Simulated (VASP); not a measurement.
KBe2, 3 atoms in the cell. The structure is cubic, space group Fm-3m (No. 225). The conventional cell has a = 7.266 Å, b = 7.266 Å, c = 7.266 Å, α = 90.00°, β = 90.00°, γ = 90.00°. Within 4.1 Å of K (site symmetry m-3m) lie 8 Be at 3.15 Å. Be (site symmetry -43m) has 4 K at 3.15 Å and 6 Be at 3.63 Å within 4.1 Å. 

- Program: VASP 6.6.1
- Task: single point
- Functional: PBE
- Potentials or basis: VASP PAW PBE potentials, release 64 (K_sv, Be)
- Cutoff: 520 eV
- k mesh: 12 × 12 × 12
- Occupations: gaussian, width 0.1 eV
- Spin: no spin polarisation
- Dipole correction: no
- Further INCAR settings: ALGO = Fast; EDIFF = 1e-06; NBANDS = 14

Potentials or basis: VASP PAW PBE potentials, release 64 (K_sv, Be).

Launch:

```bash
$ cat potpaw_PBE.64/K_sv/POTCAR potpaw_PBE.64/Be/POTCAR > POTCAR
$ mpirun -np 1 vasp_std > vasp.out
```

Hardware: 1 thread of Intel(R) Xeon(R) Platinum 8488C (Sapphire Rapids), on a shared host.

Problem. How long does it take, and how much memory?

Solution. Wall time 89 s on 1 thread of Intel(R) Xeon(R) Platinum 8488C (Sapphire Rapids), on a shared host, peak memory 0.29 GiB. Counts: scf iterations 13, k points 72.
